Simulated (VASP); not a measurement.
# Au (Fm-3m) in VASP: further runs, part 2 of 2

VASP 6.6.1. The steps go on from the part before.

## (3) Single point, PBE (volume scaled by 1.06)

Contents of INCAR:

```
SYSTEM = Au
ALGO     = Normal         ! electronic algorithm
EDIFF    = 1E-6           ! SCF threshold, eV
ENCUT    = 520            ! plane-wave cutoff, eV
GGA      = PE             ! functional
ISIF     = 2              ! what is computed and relaxed
ISMEAR   = -1             ! smearing method
LASPH    = .TRUE.         ! aspherical terms in the spheres
LCHARG   = .FALSE.        ! write CHGCAR
LREAL    = .FALSE.        ! projectors in reciprocal space
LWAVE    = .FALSE.        ! write WAVECAR
NBANDS   = 12             ! bands
NELM     = 100            ! most SCF steps
PREC     = Accurate       ! precision mode
SIGMA    = 0.08           ! smearing width, eV
```

Contents of KPOINTS:

```
k-points
0
G
  14 14 14
  0 0 0
```

Contents of POSCAR:

```
Au
1.0
    0.0000000000      2.0856180283      2.0856180283
    2.0856180283      0.0000000000      2.0856180283
    2.0856180283      2.0856180283      0.0000000000
Au
1
Direct
    0.0000000000      0.0000000000      0.0000000000
```

Potentials or basis: VASP PAW PBE potentials, release 64 (Au).

Launch:

```sh
cat potpaw_PBE.64/Au/POTCAR > POTCAR
mpirun -np 1 vasp_std > vasp.out
```

OUTCAR:

```text
SYSTEM = Au
   EDIFF = 1E-6
   ENCUT = 520
   GGA = PE
   ISIF = 2
   ISMEAR = -1
   LASPH = .TRUE.
   LREAL = .FALSE.
   NELM = 100
   PREC = Accurate

 ion  position               nearest neighbor table
   1  0.000  0.000  0.000-

  LATTYP: Found a face centered cubic cell.
 ALAT       =     4.1712360566

  Lattice vectors:

 A1 = (   0.0000000000,   2.0856180283,   2.0856180283)
 A2 = (   2.0856180283,   0.0000000000,   2.0856180283)
 A3 = (   2.0856180283,   2.0856180283,   0.0000000000)

Analysis of symmetry for initial positions (statically):
[... 33 lines left out ...]
                                     Primitive cell

  volume of cell :      18.1441

  direct lattice vectors                    reciprocal lattice vectors
     0.000000000  2.085618028  2.085618028    -0.239737091  0.239737091  0.239737091
     2.085618028  0.000000000  2.085618028     0.239737091 -0.239737091  0.239737091
     2.085618028  2.085618028  0.000000000     0.239737091  0.239737091 -0.239737091

  length of vectors
     2.949509302  2.949509302  2.949509302     0.415236823  0.415236823  0.415236823

  position of ions in fractional coordinates (direct lattice)
     0.000000000  0.000000000  0.000000000

  ion indices of the primitive-cell ions
   primitive index   ion index
                 1           1

----------------------------------------------------------------------------------------

 KPOINTS: k-points

Automatic generation of k-mesh.
 Grid dimensions read from file:
 generate k-points for:   14   14   14

 Generating k-lattice:

  Cartesian coordinates                     Fractional coordinates (reciprocal lattice)
    -0.017124078  0.017124078  0.017124078     0.071428571  0.000000000  0.000000000
     0.017124078 -0.017124078  0.017124078     0.000000000  0.071428571  0.000000000
     0.017124078  0.017124078 -0.017124078     0.000000000  0.000000000  0.071428571

  Length of vectors
     0.029659773  0.029659773  0.029659773

  Shift w.r.t. Gamma in fractional coordinates (k-lattice)
     0.000000000  0.000000000  0.000000000

 Subroutine IBZKPT returns following result:
 ===========================================

 Found    104 irreducible k-points:

 Following reciprocal coordinates:
            Coordinates               Weight
  0.000000  0.000000  0.000000      1.000000
  0.071429  0.000000  0.000000      8.000000
  0.142857  0.000000  0.000000      8.000000
  0.214286  0.000000  0.000000      8.000000
  0.285714  0.000000  0.000000      8.000000
  0.357143  0.000000  0.000000      8.000000
[... 16 lines left out ...]
  0.214286  0.142857  0.000000     24.000000
  0.285714  0.142857  0.000000     24.000000
 [... further k-points ...]
   k-points           NKPTS =    104   k-points in BZ     NKDIM =    104   number of bands    NBANDS=     12
   number of dos      NEDOS =    301   number of ions     NIONS =      1
   total plane-waves  NPLWV =  13824
   dimension x,y,z NGX =    24 NGY =   24 NGZ =   24
   dimension x,y,z NGXF=    48 NGYF=   48 NGZF=   48
   ions per type =               1
   NGX,Y,Z   is equivalent  to a cutoff of  13.53, 13.53, 13.53 a.u.
   NGXF,Y,Z  is equivalent  to a cutoff of  27.05, 27.05, 27.05 a.u.
 SYSTEM =  Au
   PREC   = accura    normal or accurate (medium, high low for compatibility)
   ISTART =      0    job   : 0-new  1-cont  2-samecut
   ICHARG =      2    charge: 1-file 2-atom 10-const
   ISPIN  =      1    spin polarized calculation?
   LNONCOLLINEAR =      F non collinear calculations
   LSORBIT =      F    spin-orbit coupling
   LASPH  =      T    aspherical Exc in radial PAW
   ENCUT  =  520.0 eV  38.22 Ry    6.18 a.u.   5.48  5.48  5.48*2*pi/ulx,y,z
   NELM   =    100;   NELMIN=  2; NELMDL= -5     # of ELM steps
   EDIFF  = 0.1E-05   stopping-criterion for ELM
   LREAL  =      F    real-space projection
   EDIFFG = 0.1E-04   stopping-criterion for IOM
   NSW    =      0    number of steps for IOM
   IBRION =     -1    ionic relax: 0-MD 1-quasi-New 2-CG
   NFREE  =      0    steps in history (QN), initial steepest desc. (CG)
   ISIF   =      2    stress and relaxation
   ISYM   =      2    0-nonsym 1-usesym 2-fastsym
   POTIM  = 0.5000    time-step for ionic-motion
   TEBEG  =    0.0;   TEEND  =   0.0 temperature during run
   PSTRESS=    0.0 pullay stress
   NELECT =      11.0000    total number of electrons
   NUPDOWN=      -1.0000    fix difference up-down
   EMIN   =  10.00;   EMAX   =-10.00  energy-range for DOS
   EFERMI =   0.00;   METHOD = LEGACY
   ISMEAR =    -1;   SIGMA  =   0.08  broadening in eV -4-tet -1-fermi 0-gaus
   EFERMI_NEDOS =   21; number of points for ismear=-14 and -15
   IALGO  =     38    algorithm
   IMIX   =      4    mixing-type and parameters
     AMIX     =   0.40;   BMIX     =  1.00
     AMIX_MAG =   1.60;   BMIX_MAG =  1.00
  volume/ion in A,a.u.               =      18.14       122.44
  Fermi-wavevector in a.u.,A,eV,Ry     =   1.385567  2.618343 26.120420  1.919797
  Thomas-Fermi vector in A             =   2.509965
   LORBIT       =      0    0 simple, 1 ext, 2 COOP (PROOUT), +10 PAW based schemes
   GGA     = PE    functional components
   LHFCALC =     F    Hartree Fock is set to
   AEXX    =    0.0000 exact exchange contribution
   IVDW    =     0    specifies the selected vdW correction
   LEPSILON=     F    determine dielectric tensor
   LRPA    =     F    only Hartree local field effects (RPA)
 non-spin polarized calculation
  energy-cutoff  :      520.00
  volume of cell :       18.14
 maximum number of plane-waves:       531
 NGX is ok and might be reduce to    24
   NGX = 11   NGY = 11   NGZ = 11

 number of electron      11.0000001 magnetization

 Free energy of the ion-electron system (eV)
  ---------------------------------------------------
  ext. energy  EPLUGINS =         0.00000000
  ---------------------------------------------------
  free energy    TOTEN  =        -3.22046745 eV

  energy without entropy =       -3.21310079  energy(sigma->0) =       -3.21678412

 E-fermi :   8.4057     XC(G=0): -12.3446

 val. band max:        8.3254737820   @ k =   0.5000   0.0714   0.0000
 cond. band min:       8.4404479511   @ k =   0.5000   0.3571   0.1429
 fundamental gap:      0.1149741691
 Fermi energy:         8.4057395210

 k-point     1 :       0.0000    0.0000    0.0000
  band No.  band energies     occupation
      1      -0.7473      2.00000
      2       4.0921      2.00000
      3       4.0921      2.00000
      4       4.0921      2.00000
      5       5.4473      2.00000
      6       5.4473      2.00000
      7      23.0525      0.00000
      8      26.6911      0.00000
      9      26.6911      0.00000
     10      26.6911      0.00000
     11      31.4011      0.00000
     12      35.3871      0.00000

 k-point     2 :       0.0714    0.0000    0.0000
  band No.  band energies     occupation
      1      -0.5794      2.00000
      2       4.0420      2.00000
      3       4.1470      2.00000
      4       4.1470      2.00000
      5       5.4241      2.00000
      6       5.4241      2.00000
      7      23.2248      0.00000
      8      25.5872      0.00000
      9      26.8684      0.00000
     10      26.8684      0.00000
     11      32.0793      0.00000
     12      33.9169      0.00000

 k-point     3 :       0.1429    0.0000    0.0000
  band No.  band energies     occupation
      1      -0.0983      2.00000
      2       3.9324      2.00000
      3       4.2741      2.00000
      4       4.2741      2.00000
      5       5.3956      2.00000
      6       5.3956      2.00000
      7      23.0067      0.00000
      8      24.0407      0.00000
      9      27.3280      0.00000
     10      27.3280      0.00000
     11      30.7066      0.00000
     12      32.8058      0.00000
[... 286 lines left out ...]
 k-point    23 :       0.2143    0.1429    0.0000
  band No.  band energies     occupation
      1       0.6680      2.00000
      2       3.5220      2.00000
      3       4.5606      2.00000
      4       4.6489      2.00000
      5       5.0325      2.00000
      6       5.7387      2.00000
      7      22.7732      0.00000
      8      24.4438      0.00000
      9      24.8681      0.00000
     10      26.2458      0.00000
     11      28.6891      0.00000
     12      32.5295      0.00000

 k-point    24 :       0.2857    0.1429    0.0000
  band No.  band energies     occupation
      1       1.3663      2.00000
      2       3.4537      2.00000
      3       4.3569      2.00000
      4       4.7162      2.00000
      5       5.5059      2.00000
      6       5.9571      2.00000
      7      20.0328      0.00000
      8      24.2673      0.00000
      9      24.3630      0.00000
     10      26.2364      0.00000
     11      28.7693      0.00000
     12      32.4350      0.00000

 [... further k-points ...]
[... 5 lines left out ...]
  --------------------------------------------------------------------------------------
  -------------------------------------------------------------------------------------
  Total       -0.1759003     -0.1759003     -0.1759003     -0.0000000     -0.0000000      0.0000000
  in kB      -15.5325507    -15.5325507    -15.5325507     -0.0000000     -0.0000000      0.0000000
  external PRESSURE =     -15.5325507 kB  Pullay stress =       0.0000000 kB

 VOLUME and BASIS-vectors are now :
 -----------------------------------------------------------------------------
  energy-cutoff  :      520.00
  volume of cell :       18.14
      direct lattice vectors                 reciprocal lattice vectors
     0.000000000  2.085618028  2.085618028    -0.239737091  0.239737091  0.239737091
     2.085618028  0.000000000  2.085618028     0.239737091 -0.239737091  0.239737091
     2.085618028  2.085618028  0.000000000     0.239737091  0.239737091 -0.239737091

 POSITION                                       TOTAL-FORCE (eV/Angst)
 -----------------------------------------------------------------------------------
      0.00000      0.00000      0.00000         0.000000      0.000000      0.000000
 -----------------------------------------------------------------------------------
    total drift:                                0.000000     -0.000000     -0.000000

  FREE ENERGIE OF THE ION-ELECTRON SYSTEM (eV)
  ---------------------------------------------------
  free  energy   TOTEN  =        -3.2204674480 eV

  energy  without entropy=       -3.2131007941  energy(sigma->0) =       -3.21678412
```

Wall time 22 s (1 thread of Intel Xeon 8259CL, shared host); peak memory 0.15 GiB.

Results:

```
Free energy : -3.2205 eV
Pressure    : -1.6 GPa
```

Levels at points of the mesh, in eV from the Fermi level:
```
           k point  band 4  band 5  band 6  band 7  band 8  band 9
(0.00, 0.00, 0.00)   -4.31   -2.96   -2.96   14.65   18.29   18.29
(0.50, 0.00, 0.00)   -1.88   -1.88   -0.61    2.80   14.08   16.71
(0.50, 0.50, 0.00)   -1.60   -1.60    1.25    5.34    9.89    9.89
```

Caveat: spin-orbit coupling is left out, which moves the levels of the heavy elements.
